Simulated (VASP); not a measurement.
A run of VASP 6.6.1:

POSCAR

```
Pt
1.0
    1.9531966146      0.0000000000      0.0000000000
    0.0000000000      1.9531966146      0.0000000000
    0.0000000000      0.0000000000      1.9531966146
Pt
1
Direct
    0.0000000000      0.0000000000      0.0000000000
```

File INCAR.step1:

```
ALGO     = Normal         # electronic algorithm
EDIFF    = 1E-6           # SCF threshold, eV
ENCUT    = 520            # plane-wave cutoff, eV
GGA      = PS             # functional
ISIF     = 2              # what is computed and relaxed
ISMEAR   = -1             # smearing method
LASPH    = True           # aspherical terms in the spheres
LCHARG   = True           # write CHGCAR
LMAXMIX  = 4              # l up to which the mixer works
LREAL    = False          # projectors in reciprocal space
LWAVE    = False          # write WAVECAR
NBANDS   = 11             # bands
NELM     = 80             # most SCF steps
PREC     = Accurate       # precision mode
SIGMA    = 0.1            # smearing width, eV
```

The input KPOINTS.step1:

```
k-points
0
Gamma
  15 15 15
```

The input INCAR.step2:

```
ALGO     = Normal         # electronic algorithm
EDIFF    = 1E-6           # SCF threshold, eV
ENCUT    = 520            # plane-wave cutoff, eV
GGA      = PS             # functional
ICHARG   = 11             # starting density
ISIF     = 2              # what is computed and relaxed
ISMEAR   = -5             # smearing method
LASPH    = True           # aspherical terms in the spheres
LCHARG   = False          # write CHGCAR
LMAXMIX  = 4              # l up to which the mixer works
LORBIT   = 10             # projections on sites
LREAL    = False          # projectors in reciprocal space
LWAVE    = False          # write WAVECAR
NBANDS   = 11             # bands
NEDOS    = 2001           # points of the DOS
NELM     = 80             # most SCF steps
PREC     = Accurate       # precision mode
SIGMA    = 0.1            # smearing width, eV
```

File KPOINTS.step2:

```
k-points
0
Gamma
  23 23 23
```

Potentials or basis: VASP PAW PBE potentials, release 64 (Pt).

The run is started by

```bash
$ cat potpaw_PBE.64/Pt/POTCAR > POTCAR
$ cp INCAR.step1 INCAR
$ cp KPOINTS.step1 KPOINTS
$ mpirun -np 1 vasp_std > vasp.out
$ cp INCAR.step2 INCAR
$ cp KPOINTS.step2 KPOINTS
$ mpirun -np 1 vasp_std > vasp.out
```

Hardware: 1 thread of Intel Xeon 6975P-C, with other jobs on the host.

Question: Estimate the wall time of this run.

Answer: It took 15 s on 1 thread of Intel Xeon 6975P-C, on a shared host, peak memory 0.15 GiB. Counts: k points 364.
